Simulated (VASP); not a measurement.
# MoS2: single point with PBE+D3(BJ)

MoS2:

```xyz
3
Lattice="3.1219 0.0000 0.0000 -1.5610 2.7037 0.0000 0.0000 0.0000 6.7624" Properties=species:S:1:pos:R:3 pbc="T T T"
Mo    0.0000    0.0000    0.0000
S     0.0000    1.8024    1.5098
S     0.0000    1.8024    5.2527
```

This cell differs from its parent crystal: c/a of the conventional cell at fixed volume 2.1661.

* Program: VASP 6.6.1
* Task: single point
* Functional: PBE
* Dispersion: D3(BJ)
* Potentials or basis: VASP PAW PBE potentials, release 64 (Mo_sv, S)
* Cutoff: 500 eV
* k mesh: 12 × 12 × 4
* Occupations: gaussian, width 0.05 eV
* Spin: no spin polarisation
* Dipole correction: no
* Further INCAR settings: ALGO = Normal; EDIFF = 1e-06; NBANDS = 20

* Pressure: 8.0 GPa
* Largest force: 1.434 eV/Å
* Band gap on the k mesh: 1.22 eV, indirect (least direct gap 1.75 eV)
* Dispersion energy per atom: -0.400 eV

Forces in eV/Å, atoms in the order of the input:
```
Mo   0.000  0.000  0.000
S    0.000  0.000  1.434
S    0.000  0.000 -1.434
```

Stress tensor (GPa, compression positive):
```
 6.54  0.00  0.00
 0.00  6.54  0.00
 0.00  0.00 10.86
```

Levels at points of the mesh, in eV from the valence-band top:
```tsv
k point	band 11	band 12	band 13	band 14	band 15	band 16
(0.00, 0.00, 0.00)	-2.17	-1.66	-0.81	2.47	2.47	2.82
(0.50, 0.00, 0.00)	-2.08	-1.54	-1.32	1.91	2.42	3.91
(0.00, 0.00, 0.50)	-2.18	-2.18	0.00	2.43	2.43	2.88
(0.50, 0.00, 0.50)	-2.68	-1.50	-1.01	1.92	2.56	3.38
```

Wall time 53 s on 1 thread of AMD EPYC 9R45 (Zen 5), with other jobs on the host, peak memory 0.18 GiB.

Caveat: forces of over 1 eV/Å act on the atoms, so gaps and moduli don't describe the material at rest. A k mesh can miss the band edges.
